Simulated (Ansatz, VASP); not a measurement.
# Two plane-wave programs on GePt2

```
Ge Pt
1.0
     6.76073    0.00000    0.00000
    -3.38036    5.85496    0.00000
     0.00000    0.00000    3.73537
Ge Pt
3 6
Direct
  0.66667 0.33333 0.00000
  0.33333 0.66667 0.00000
  0.00000 0.00000 0.50000
  0.62294 0.00000 0.50000
  0.37706 0.37706 0.50000
  0.00000 0.62294 0.50000
  0.00000 0.28491 0.00000
  0.71509 0.71509 0.00000
  0.28491 0.00000 0.00000
```

Change from the starting cell: strain +0.000 along x and y, +0.080 along z, atoms carried along.

Alike in both runs: task single point; functional PBEsol; k mesh 6 × 6 × 12; occupations gaussian, width 0.15 eV; no spin polarisation.

|  | VASP | Ansatz |
| --- | --- | --- |
| version | VASP 6.6.1 | Ansatz 0.2.0 |
| potentials or method | VASP PAW PBE potentials, release 64 (Ge_d, Pt), cutoff 520 eV | scalar-relativistic, plane waves, PAW |
| valence electrons in the cell | 102 | 150 |

|  | VASP | Ansatz | Ansatz less VASP |
| --- | --- | --- | --- |
| gap on the k mesh at the Fermi level (eV) | none | none | - |
| pressure (GPa) | -12.1 | -12.1 | -0.01 |
| traceless stress, the component that is largest in VASP (GPa) | -1.79 | -1.72 | +0.065 |
| rms of the force components (eV/Å) | 0.074 | 0.073 | -0.0009 |

VASP's potentials were made for PBE, not for PBEsol. Atom by atom the forces differ by 0.004 eV/Å (rms over components). A gap of «none» marks a metal or a gap that the smearing closes. The functional is the same, so the differences come from potentials, cutoffs and numerics. VASP's potentials hold 102 valence electrons a cell and Ansatz's 150, so a difference there can come from the potentials and not from the codes.

Spin-orbit coupling is off throughout.
